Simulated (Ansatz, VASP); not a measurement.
Two plane-wave programs on Sc

```xyz
1
Lattice="-1.8394 1.8394 1.8394 1.8394 -1.8394 1.8394 1.8394 1.8394 -1.8394" Properties=species:S:1:pos:R:3 pbc="T T T"
Sc    0.0000    0.0000    0.0000
```

Alike in both runs: task single point; functional RPBE; k mesh 13 × 13 × 13; occupations fermi-dirac, width 0.1 eV; no spin polarisation.

|  | VASP | Ansatz |
| --- | --- | --- |
| version | VASP 6.6.1 | Ansatz 0.2.0 |
| potentials or method | VASP PAW PBE potentials, release 64 (Sc_sv), cutoff 520 eV | plane waves (420 eV) with PAW, scalar-relativistic |
| valence electrons in the cell | 11 | 11 |

```tsv
	VASP	Ansatz	Ansatz less VASP
pressure (GPa)	2.2	2.1	-0.04
```

VASP's potentials were made for PBE, not for RPBE.
